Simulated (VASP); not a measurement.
Tl:

```
CELL_PARAMETERS angstrom
-1.91378 1.91378 1.91378
1.91378 -1.91378 1.91378
1.91378 1.91378 -1.91378
ATOMIC_POSITIONS crystal
Tl 0.00000 0.00000 0.00000
```

| Item | Value |
| --- | --- |
| Program | VASP 6.6.1 |
| Task | relaxation of cell and atoms |
| Functional | BLYP |
| Potentials or basis | VASP PAW PBE potentials, release 64 (Tl_d) |
| Cutoff | 600 eV |
| k mesh | 12 × 12 × 12 |
| Occupations | fermi-dirac, width 0.1 eV |
| Spin | no spin polarisation |

At the start: pressure 8.2 GPa; volume 28.04 Å³/atom.

How do energy, volume and symmetry change on relaxing?

Over 4 steps the energy falls by 150.1 meV/atom and the volume is 35.61 Å³/atom (+27.0 %); space group Im-3m (No. 229, to 0.05 Å).

The path:
| step | energy change (eV) | largest force (eV/Å) | pressure (GPa) | volume (Å³) |
| --- | --- | --- | --- | --- |
| 1 | 0.0000 | 0.0000 | 8.23 | 28.04 |
| 2 | -0.1473 | 0.0000 | 0.74 | 34.30 |
| 3 | -0.1496 | 0.0000 | -0.31 | 36.21 |
| 4 | -0.1501 | 0.0000 | -0.01 | 35.61 |

Final structure:
```cif
data_structure
_symmetry_space_group_name_H-M 'P 1'
_symmetry_Int_Tables_number 1
_cell_length_a 3.5898
_cell_length_b 3.5898
_cell_length_c 3.5898
_cell_angle_alpha 109.471
_cell_angle_beta 109.471
_cell_angle_gamma 109.471
_cell_volume 35.61
loop_
_atom_site_label
_atom_site_type_symbol
_atom_site_fract_x
_atom_site_fract_y
_atom_site_fract_z
_atom_site_occupancy
Tl1 Tl 0.00000 0.00000 0.00000 1
```

Caveat: the volume moved by over 15 % at a fixed basis, so the end points are rough; the PAW data sets were made with another functional, which shifts forces and pressure a little.
